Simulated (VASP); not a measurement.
SiC, 2 atoms in the cell. Symmetry: P-6m2, No. 187, hexagonal system. Conventional cell: a = 2.906 Å, b = 2.906 Å, c = 2.496 Å, α = 90.00°, β = 90.00°, γ = 120.00°. Si (site symmetry -6m2) has 6 C at 2.09 Å and 2 Si at 2.50 Å within 2.8 Å. C (site symmetry -6m2) has 6 Si at 2.09 Å and 2 C at 2.50 Å within 2.8 Å. 

```yaml
Program: VASP 6.6.1
Task: single point
Functional: PBE
Potentials_or_basis: VASP PAW PBE potentials, release 64 (Si, C)
Cutoff: 520 eV
k_mesh: 6 × 6 × 4
Occupations: gaussian, width 0.1 eV
Spin: no spin polarisation
Dipole_correction: no
Further_INCAR_settings: ALGO = Normal; EDIFF = 1e-06; NBANDS = 11
```

Potentials or basis: VASP PAW PBE potentials, release 64 (Si, C).

The run is started by

```sh
$ cat potpaw_PBE.64/Si/POTCAR potpaw_PBE.64/C/POTCAR > POTCAR
$ mpirun -np 1 vasp_std > vasp.out
```

Hardware: 1 thread of Intel(R) Xeon(R) Platinum 8259CL CPU @ 2.50GHz (Skylake/Cascade Lake), on a shared host.

Question: Estimate the wall time of this run.

Answer: It took 3.1 s on 1 thread of Intel(R) Xeon(R) Platinum 8259CL CPU @ 2.50GHz (Skylake/Cascade Lake), on a shared host, peak memory 0.12 GiB. Counts: scf iterations 12, k points 21.
